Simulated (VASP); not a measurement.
Input of a VASP 6.6.1 run:

The input INCAR:

```
SYSTEM = Ho
ALGO = Normal ; EDIFF = 1E-7
ENCUT = 520 ; GGA = PE
ISIF = 2 ; ISMEAR = 0
ISPIN = 2 ; LASPH = .True.
LCHARG = .False. ; LMAXMIX = 6
LORBIT = 11 ; LREAL = .False.
LWAVE = .False. ; MAGMOM = 3.69
NBANDS = 20 ; NELM = 150
PREC = Accurate ; SIGMA = 0.05
```

Contents of KPOINTS:

```
k-points
0
Gamma
  8 8 8
  0 0 0
```

The input POSCAR:

```
Ho
1.0
    0.0000000000      2.5131268086      2.5131268086
    2.5131268086      0.0000000000      2.5131268086
    2.5131268086      2.5131268086      0.0000000000
Ho
1
Direct
    0.0000000000      0.0000000000      0.0000000000
```

Potentials or basis: VASP PAW PBE potentials, release 64 (Ho).

Launch:

```sh
$ cat potpaw_PBE.64/Ho/POTCAR > POTCAR
$ mpirun -np 1 vasp_std > vasp.out
```

Task: Predict the pressure.

Result: 2.1 GPa.

Task: Estimate the site moments.

Result: Ho +3.46 μB.

Task: What does it give for the net moment?

Result: 3.56 μB per cell.

Caveat: the magnetic or orbital state may not be the lowest. The state reached can hang on the start; a lower one may exist.
